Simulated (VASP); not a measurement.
A run of VASP 6.6.1 is set up as follows.

Contents of INCAR:

```
SYSTEM = LiW
PREC = Accurate
ENCUT = 750
EDIFF = 1E-6
ISMEAR = 0
SIGMA = 0.1
LREAL = .False.
LASPH = .True.
NELM = 120
ALGO = Normal
ISIF = 2
LWAVE = .False.
LCHARG = .True.
GGA = PE
LELF = .True.
LVHAR = .True.
NBANDS = 16
GGA_COMPAT = .False.
```

KPOINTS

```
Automatic mesh
0
Gamma
  24 24 12
  0 0 0
```

The input POSCAR:

```
LiW
1.0
    2.6994591763      0.0000000000      0.0000000000
   -1.3497295881      2.3378002232      0.0000000000
    0.0000000000      0.0000000000      4.9923657864
Li W
1 1
Direct
    0.3333333333      0.6666666667      0.0000000000
    0.6666666667      0.3333333333      0.5000000000
```

Potentials or basis: VASP PAW PBE potentials, release 64 (Li_sv, W_sv).

Command:

```console
$ cat potpaw_PBE.64/Li_sv/POTCAR potpaw_PBE.64/W_sv/POTCAR > POTCAR
$ mpirun -np 1 vasp_std > vasp.out
```

(1) Estimate the pressure.

(2) What does it give for the band gap on the k mesh?

Answers

(1) 0.2 GPa.

(2) zero (an odd number of electrons rules out a gap without spin polarisation).

Caveat: spin-orbit coupling is left out, which moves the levels of the heavy elements.
